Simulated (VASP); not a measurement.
NbTe:

```xyz
2
Lattice="3.7030 0.0000 0.0000 -1.8515 3.2069 0.0000 0.0000 0.0000 3.6942" Properties=species:S:1:pos:R:3 pbc="T T T"
Te    1.8515    1.0690    0.0000
Nb    0.0000    0.0000    1.8471
```

Program: VASP 6.6.1. Alike in all runs: task single point; no spin polarisation; cell as given; k mesh 8 × 8 × 7; cutoff (eV) 520.

**Question.** Order these runs on this cell by their pressure, lowest first.
A. level PBEsol+U; potentials or basis VASP PAW PBE potentials, release 64 (Te, Nb_sv); U Nb d U = 5.0 eV; smearing fermi-dirac 0.05 eV
B. level PBEsol+U; potentials or basis VASP PAW PBE potentials, release 64 (Te, Nb_sv); U Nb d U = 8.0 eV; smearing fermi-dirac 0.05 eV
C. level PBEsol; potentials or basis VASP PAW PBE potentials, release 64 (Te, Nb_sv); smearing gaussian 0.05 eV
D. level LDA; potentials or basis VASP PAW LDA potentials, release 64 (Te, Nb_sv); smearing fermi-dirac 0.05 eV
E. level PBEsol+U; potentials or basis VASP PAW PBE potentials, release 64 (Te, Nb_sv); U Nb d U = 3.0 eV; smearing fermi-dirac 0.05 eV

**Answer.** D (-7.5 GPa), C (-5.4 GPa), E (-2.8 GPa), A (-1.1 GPa), B (1.5 GPa).

Caveats: the PAW data sets were made with another functional, which shifts forces and pressure a little (some runs); U without spin polarisation on a metal has little footing (some runs); the U is typed as a test and isn't derived for this compound (some runs).
